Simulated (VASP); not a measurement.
# HfMo (P1) in VASP: a series of runs

The runs below take HfMo through single point, with PBEsol.

Everything below comes from runs of VASP 6.6.1. Logs are shortened: lines on timing, memory, paths and dates and some standing lists are left out, and cuts for length are marked.

## Step 1: The cell of the first run

The typed cell holds 2 atoms: a = 2.984 Å, b = 2.984 Å, c = 4.447 Å, α = 90.00°, β = 90.00°, γ = 111.89°.

## Step 2: Single point, PBEsol

The input, INCAR:

```
  ALGO = Normal
  EDIFF = 1E-6
  ENCUT = 500
  GGA = PS
  GGA_COMPAT = False
  ISIF = 2
  ISMEAR = 1
  LASPH = True
  LCHARG = False
  LREAL = False
  LWAVE = False
  NBANDS = 19
  NELM = 120
  PREC = Accurate
  SIGMA = 0.1
```

The input, KPOINTS:

```
k-points
0
Gamma
  9 9 6
```

The input, POSCAR:

```
HfMo
1.0
    1.6712035000     -2.4724670000      0.0000000000
    1.6712035000      2.4724670000      0.0000000000
    0.0000000000      0.0000000000      4.4470110000
Hf Mo
1 1
Direct
   -0.0089450000     -0.0113060000      0.0022800000
    0.4941130000      0.4945280000      0.5141880000
```

Potentials or basis: VASP PAW PBE potentials, release 64 (Hf_pv, Mo_sv).

Launch:

```bash
$ cat potpaw_PBE.64/Hf_pv/POTCAR potpaw_PBE.64/Mo_sv/POTCAR > POTCAR
$ mpirun -np 1 vasp_std > vasp.out
```

OUTCAR:

```text
EDIFF = 1E-6
   ENCUT = 500
   GGA = PS
   ISIF = 2
   ISMEAR = 1
   LASPH = True
   LREAL = False
   NELM = 120
   PREC = Accurate

 ion  position               nearest neighbor table
   1  0.991  0.989  0.002-   2 2.73   2 2.75   2 2.82   2 2.83   2 3.28   2 3.30   2 3.36   2 3.37

   2  0.494  0.495  0.514-   1 2.73   1 2.75   1 2.82   1 2.83   1 3.28   1 3.30   1 3.36   1 3.37

  LATTYP: Found a base centered orthorhombic cell.
 ALAT       =     3.3424070000
 B/A-ratio  =     1.4794529810
 C/A-ratio  =     1.3304815960

  Lattice vectors:

 A1 = (   1.6712035000,  -2.4724670000,   0.0000000000)
 A2 = (   1.6712035000,   2.4724670000,   0.0000000000)
 A3 = (   0.0000000000,   0.0000000000,   4.4470110000)

Analysis of symmetry for initial positions (statically):
=====================================================================
 Subroutine PRICEL returns:
 Original cell was already a primitive cell.

 Routine SETGRP: Setting up the symmetry group for a
 base centered orthorhombic supercell.

 Subroutine GETGRP returns: Found  1 space group operations
 (whereof  1 operations were pure point group operations)
 out of a pool of  8 trial point group operations.

The static configuration has the point symmetry C_1 .

Analysis of symmetry for dynamics (positions and initial velocities):
=====================================================================
 Subroutine PRICEL returns:
 Original cell was already a primitive cell.

 Routine SETGRP: Setting up the symmetry group for a
 base centered orthorhombic supercell.

 Subroutine GETGRP returns: Found  1 space group operations
 (whereof  1 operations were pure point group operations)
 out of a pool of  8 trial point group operations.

The dynamic configuration has the point symmetry C_1 .

 Subroutine INISYM returns: Found  1 space group operations
 (whereof  1 operations are pure point group operations),
 and found     1 'primitive' translations

----------------------------------------------------------------------------------------

                                     Primitive cell

  volume of cell :      36.7501

  direct lattice vectors                    reciprocal lattice vectors
     1.671203500 -2.472467000  0.000000000     0.299185587 -0.202227168  0.000000000
     1.671203500  2.472467000  0.000000000     0.299185587  0.202227168  0.000000000
     0.000000000  0.000000000  4.447011000     0.000000000  0.000000000  0.224870143

  length of vectors
     2.984294591  2.984294591  4.447011000     0.361120261  0.361120261  0.224870143

  position of ions in fractional coordinates (direct lattice)
     0.991055000  0.988694000  0.002280000
     0.494113000  0.494528000  0.514188000

  ion indices of the primitive-cell ions
   primitive index   ion index
                 1           1
                 2           2

----------------------------------------------------------------------------------------

 KPOINTS: k-points

Automatic generation of k-mesh.
 Grid dimensions read from file:
 generate k-points for:    9    9    6

 Generating k-lattice:

  Cartesian coordinates                     Fractional coordinates (reciprocal lattice)
     0.033242843 -0.022469685  0.000000000     0.111111111  0.000000000  0.000000000
     0.033242843  0.022469685  0.000000000     0.000000000  0.111111111  0.000000000
     0.000000000  0.000000000  0.037478357     0.000000000  0.000000000  0.166666667

  Length of vectors
     0.040124473  0.040124473  0.037478357

  Shift w.r.t. Gamma in fractional coordinates (k-lattice)
     0.000000000  0.000000000  0.000000000

 Subroutine IBZKPT returns following result:
 ===========================================

 Found    244 irreducible k-points:

 Following reciprocal coordinates:
            Coordinates               Weight
  0.000000  0.000000  0.000000      1.000000
  0.111111  0.000000  0.000000      2.000000
  0.000000  0.111111  0.000000      2.000000
  0.222222  0.000000  0.000000      2.000000
  0.000000  0.222222  0.000000      2.000000
  0.333333  0.000000  0.000000      2.000000
[... 16 lines left out ...]
 -0.111111  0.111111  0.000000      2.000000
  0.222222  0.222222  0.000000      2.000000
 [... further k-points ...]
   k-points           NKPTS =    244   k-points in BZ     NKDIM =    244   number of bands    NBANDS=     19
   number of dos      NEDOS =    301   number of ions     NIONS =      2
   total plane-waves  NPLWV =  18432
   dimension x,y,z NGX =    24 NGY =   24 NGZ =   32
   dimension x,y,z NGXF=    48 NGYF=   48 NGZF=   64
   ions per type =               1   1
   NGX,Y,Z   is equivalent  to a cutoff of  13.37, 13.37, 11.96 a.u.
   NGXF,Y,Z  is equivalent  to a cutoff of  26.74, 26.74, 23.93 a.u.
 SYSTEM =  unknown system
   PREC   = accura    normal or accurate (medium, high low for compatibility)
   ISTART =      0    job   : 0-new  1-cont  2-samecut
   ICHARG =      2    charge: 1-file 2-atom 10-const
   ISPIN  =      1    spin polarized calculation?
   LNONCOLLINEAR =      F non collinear calculations
   LSORBIT =      F    spin-orbit coupling
   LASPH  =      T    aspherical Exc in radial PAW
   ENCUT  =  500.0 eV  36.75 Ry    6.06 a.u.   5.44  5.44  8.11*2*pi/ulx,y,z
   NELM   =    120;   NELMIN=  2; NELMDL= -5     # of ELM steps
   EDIFF  = 0.1E-05   stopping-criterion for ELM
   LREAL  =      F    real-space projection
   EDIFFG = 0.1E-04   stopping-criterion for IOM
   NSW    =      0    number of steps for IOM
   IBRION =     -1    ionic relax: 0-MD 1-quasi-New 2-CG
   NFREE  =      0    steps in history (QN), initial steepest desc. (CG)
   ISIF   =      2    stress and relaxation
   ISYM   =      2    0-nonsym 1-usesym 2-fastsym
   POTIM  = 0.5000    time-step for ionic-motion
   TEBEG  =    0.0;   TEEND  =   0.0 temperature during run
   PSTRESS=    0.0 pullay stress
   NELECT =      24.0000    total number of electrons
   NUPDOWN=      -1.0000    fix difference up-down
   EMIN   =  10.00;   EMAX   =-10.00  energy-range for DOS
   EFERMI =   0.00;   METHOD = LEGACY
   ISMEAR =     1;   SIGMA  =   0.10  broadening in eV -4-tet -1-fermi 0-gaus
   EFERMI_NEDOS =   21; number of points for ismear=-14 and -15
   IALGO  =     38    algorithm
   IMIX   =      4    mixing-type and parameters
     AMIX     =   0.40;   BMIX     =  1.00
     AMIX_MAG =   1.60;   BMIX_MAG =  1.00
  volume/ion in A,a.u.               =      18.38       124.00
  Fermi-wavevector in a.u.,A,eV,Ry     =   1.420341  2.684055 27.447958  2.017368
  Thomas-Fermi vector in A             =   2.541266
   LORBIT       =      0    0 simple, 1 ext, 2 COOP (PROOUT), +10 PAW based schemes
   GGA     = PS    functional components
   LHFCALC =     F    Hartree Fock is set to
   AEXX    =    0.0000 exact exchange contribution
   IVDW    =     0    specifies the selected vdW correction
   LEPSILON=     F    determine dielectric tensor
   LRPA    =     F    only Hartree local field effects (RPA)
 non-spin polarized calculation
 Methfessel and Paxton  Order N= 1 SIGMA  =   0.10
  energy-cutoff  :      500.00
  volume of cell :       36.75
 maximum number of plane-waves:       946
 NGX is ok and might be reduce to    24
   NGX = 11   NGY = 11   NGZ = 17

 number of electron      23.9999998 magnetization

 Free energy of the ion-electron system (eV)
  ---------------------------------------------------
  ext. energy  EPLUGINS =         0.00000000
  ---------------------------------------------------
  free energy    TOTEN  =       -22.10720518 eV

  energy without entropy =      -22.10701676  energy(sigma->0) =      -22.10714237

 E-fermi :   7.6701     XC(G=0): -12.4581

 val. band max:        7.6676687542   @ k =   0.0000   0.0000   0.3333
 cond. band min:       7.6751576835   @ k =  -0.4444   0.1111   0.5000
 fundamental gap:      0.0074889294
 Fermi energy:         7.6701081725

 k-point     1 :       0.0000    0.0000    0.0000
  band No.  band energies     occupation
      1     -52.5578      2.00000
      2     -26.7655      2.00000
      3     -26.4781      2.00000
      4     -26.4041      2.00000
      5     -22.0023      2.00000
      6     -21.8054      2.00000
[... 11 lines left out ...]
     18      13.0277      0.00000
     19      15.6184      0.00000

 k-point     2 :       0.1111    0.0000    0.0000
  band No.  band energies     occupation
      1     -52.5523      2.00000
      2     -26.7500      2.00000
      3     -26.5141      2.00000
      4     -26.4269      2.00000
      5     -22.0054      2.00000
      6     -21.8799      2.00000
[... 11 lines left out ...]
     18      13.0380      0.00000
     19      16.0788      0.00000

 k-point     3 :       0.0000    0.1111    0.0000
  band No.  band energies     occupation
      1     -52.5523      2.00000
      2     -26.7500      2.00000
      3     -26.5141      2.00000
      4     -26.4269      2.00000
      5     -22.0054      2.00000
      6     -21.8799      2.00000
[... 11 lines left out ...]
     18      13.0381      0.00000
     19      16.0784      0.00000

 k-point     4 :       0.2222    0.0000    0.0000
  band No.  band energies     occupation
      1     -52.5381      2.00000
      2     -26.7104      2.00000
      3     -26.6394      2.00000
      4     -26.4487      2.00000
      5     -22.1221      2.00000
      6     -22.0131      2.00000
[... 11 lines left out ...]
     18      12.8028      0.00000
     19      17.4917      0.00000

 k-point     5 :       0.0000    0.2222    0.0000
  band No.  band energies     occupation
      1     -52.5381      2.00000
      2     -26.7104      2.00000
      3     -26.6395      2.00000
      4     -26.4486      2.00000
      5     -22.1221      2.00000
      6     -22.0131      2.00000
[... 11 lines left out ...]
     18      12.8025      0.00000
     19      17.4911      0.00000
[... 334 lines left out ...]
      2     -26.7235      2.00000
      3     -26.6143      2.00000
      4     -26.4850      2.00000
      5     -22.0605      2.00000
      6     -21.9814      2.00000
[... 11 lines left out ...]
     18      13.9235      0.00000
     19      16.6226      0.00000

 k-point    22 :       0.1111   -0.2222    0.0000
  band No.  band energies     occupation
      1     -52.5361      2.00000
      2     -26.7235      2.00000
      3     -26.6144      2.00000
      4     -26.4849      2.00000
      5     -22.0605      2.00000
      6     -21.9814      2.00000
[... 11 lines left out ...]
     18      13.9243      0.00000
     19      16.6214      0.00000

 k-point    23 :      -0.1111    0.1111    0.0000
  band No.  band energies     occupation
      1     -52.5487      2.00000
      2     -26.7505      2.00000
      3     -26.5025      2.00000
      4     -26.4701      2.00000
      5     -21.9890      2.00000
      6     -21.8477      2.00000
[... 11 lines left out ...]
     18      14.0675      0.00000
     19      15.5074      0.00000

 k-point    24 :       0.2222    0.2222    0.0000
  band No.  band energies     occupation
      1     -52.5171      2.00000
      2     -26.6891      2.00000
      3     -26.6445      2.00000
      4     -26.6220      2.00000
      5     -22.2510      2.00000
      6     -22.0664      2.00000
[... 11 lines left out ...]
     18      13.8572      0.00000
     19      15.9077      0.00000

 [... further k-points ...]
[... 5 lines left out ...]
  --------------------------------------------------------------------------------------
  -------------------------------------------------------------------------------------
  Total       -1.4075358     -1.5285030     -1.4465063     -0.0003704      0.0022470      0.0130776
  in kB      -61.3637661    -66.6375217    -63.0627467     -0.0161492      0.0979597      0.5701386
  external PRESSURE =     -63.6880115 kB  Pullay stress =       0.0000000 kB

 VOLUME and BASIS-vectors are now :
 -----------------------------------------------------------------------------
  energy-cutoff  :      500.00
  volume of cell :       36.75
      direct lattice vectors                 reciprocal lattice vectors
     1.671203500 -2.472467000  0.000000000     0.299185587 -0.202227168  0.000000000
     1.671203500  2.472467000  0.000000000     0.299185587  0.202227168  0.000000000
     0.000000000  0.000000000  4.447011000     0.000000000  0.000000000  0.224870143

 POSITION                                       TOTAL-FORCE (eV/Angst)
 -----------------------------------------------------------------------------------
      3.30856     -0.00584      0.01014         0.089956      0.015330      0.318793
      1.65222      0.00103      2.28660        -0.089956     -0.015330     -0.318793
 -----------------------------------------------------------------------------------
    total drift:                               -0.000071     -0.000044      0.000200

  FREE ENERGIE OF THE ION-ELECTRON SYSTEM (eV)
  ---------------------------------------------------
  free  energy   TOTEN  =       -22.1072051827 eV

  energy  without entropy=      -22.1070167589  energy(sigma->0) =      -22.10714237
```

It took 2.7 min on 1 thread of Oxide Virtual Turin-like, shared host; peak memory 0.25 GiB.

What came out:

| Property | Result |
| --- | --- |
| Free energy | -22.1072 eV |
| Pressure | -6.4 GPa |
| Largest force | 0.332 eV/Å |
| Band gap on the k mesh | zero (bands 12 and 13 overlap by 2.19 eV) |

Forces on the atoms (eV/Å):
```
Hf   0.090  0.015  0.319
Mo  -0.090 -0.015 -0.319
```

Levels at points of the mesh, in eV from the Fermi level:
| k point | band 8 | band 9 | band 10 | band 11 | band 12 | band 13 | band 14 | band 15 | band 16 | band 17 |
| --- | --- | --- | --- | --- | --- | --- | --- | --- | --- | --- |
| (0.00, 0.00, 0.00) | -6.93 | -3.92 | -1.64 | -0.47 | 0.03 | 1.54 | 1.88 | 2.50 | 2.83 | 4.66 |
| (0.00, 0.00, 0.50) | -5.05 | -4.10 | -1.08 | -0.43 | 0.57 | 1.03 | 1.19 | 1.40 | 1.67 | 3.59 |

Caveat: the cell stands under tension; the PAW data sets were made with another functional, which shifts forces and pressure a little; spin-orbit coupling is left out, which moves the levels of the heavy elements.

(Continued in part 2 of 2.)

The gap in the log of VASP goes by the Fermi energy; the results here count the filled bands.